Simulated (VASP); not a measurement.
Wanted: the native input for a VASP 6.6.1 run.

* Task: single point
* Functional: PBE
* Potentials or basis: VASP PAW PBE potentials, release 64 (La)
* Cutoff: 520 eV
* k mesh: 12 × 12 × 12
* Occupations: fermi-dirac, width 0.0612256 eV
* Spin: no spin polarisation
* Dipole correction: no
* Further INCAR settings: ALGO = Normal; EDIFF = 1e-06; NBANDS = 12

The structure of La lies in POSCAR:

```
La
1.0
   -2.1002160889      2.1002160889      2.1002160889
    2.1002160889     -2.1002160889      2.1002160889
    2.1002160889      2.1002160889     -2.1002160889
La
1
Direct
    0.0000000000      0.0000000000      0.0000000000
```

This isn't the form of La at room conditions, which is double hcp.

The input as run:

INCAR

```
ALGO     = Normal         # electronic algorithm
EDIFF    = 1E-6           # SCF threshold, eV
ENCUT    = 520            # plane-wave cutoff, eV
GGA      = PE             # functional
ISIF     = 2              # what is computed and relaxed
ISMEAR   = -1             # smearing method
LASPH    = T              # aspherical terms in the spheres
LCHARG   = F              # write CHGCAR
LREAL    = F              # projectors in reciprocal space
LWAVE    = F              # write WAVECAR
NBANDS   = 12             # bands
NELM     = 80             # most SCF steps
PREC     = Accurate       # precision mode
SIGMA    = 0.06122561905347299 # smearing width, eV
```

KPOINTS

```
k-points
0
Gamma
  12 12 12
```

Potentials or basis: VASP PAW PBE potentials, release 64 (La).

The run is started by

```console
$ cat potpaw_PBE.64/La/POTCAR > POTCAR
$ mpirun -np 1 vasp_std > vasp.out
```

Results of the run:

- Pressure: 0.7 GPa
- Band gap on the k mesh: zero (an odd number of electrons rules out a gap without spin polarisation)

Caveat: spin-orbit coupling is left out, which moves the levels of the heavy elements.

Run time: 18 s on 1 thread of Intel(R) Xeon(R) 6975P-C (Granite Rapids), on a shared host, peak memory 0.19 GiB.
